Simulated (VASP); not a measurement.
A run of VASP 6.6.1:

Contents of INCAR:

```
SYSTEM = Ge
ALGO = Normal ; EDIFF = 1E-6
ENCUT = 500 ; GGA = PE
GGA_COMPAT = .False. ; ISIF = 2
ISMEAR = 0 ; LASPH = .True.
LCHARG = .True. ; LELF = .True.
LREAL = .False. ; LVHAR = .True.
LWAVE = .False. ; NBANDS = 96
NELM = 120 ; PREC = Accurate
SIGMA = 0.1
```

The input KPOINTS:

```
k-points
0
Gamma
  4 4 4
  0 0 0
```

File POSCAR:

```
Ge
1.0
    6.5656063400      0.0000000000      0.0000000000
    0.0000000000      6.5656063400      0.0000000000
    0.0000000000      0.0000000000      6.5790623700
Ge
12
Direct
    0.6278065100      0.6278065100      0.6250000000
    0.3721934900      0.3721934900      0.1250000000
    0.3721934900      0.6278065100      0.3750000000
    0.6278065100      0.3721934900      0.8750000000
    0.1594893800      0.5816881900      0.9103506100
    0.8405106200      0.4183118100      0.4103506100
    0.4183118100      0.1594893800      0.6603506100
    0.5816881900      0.8405106200      0.1603506100
    0.8405106200      0.5816881900      0.0896493900
    0.1594893800      0.4183118100      0.5896493900
    0.5816881900      0.1594893800      0.3396493900
    0.4183118100      0.8405106200      0.8396493900
```

Potentials or basis: VASP PAW PBE potentials, release 64 (Ge_d).

The run is started by

```bash
$ cat potpaw_PBE.64/Ge_d/POTCAR > POTCAR
$ mpirun -np 1 vasp_std > vasp.out
```

Hardware: 1 thread of Intel(R) Xeon(R) Platinum 8488C (Sapphire Rapids), on a shared host.

Estimate the wall time of this run.

Run time: 6.8 min on 1 thread of Intel(R) Xeon(R) Platinum 8488C (Sapphire Rapids) (shared host), peak memory 0.49 GiB. Counts: scf iterations 17, k points 18.
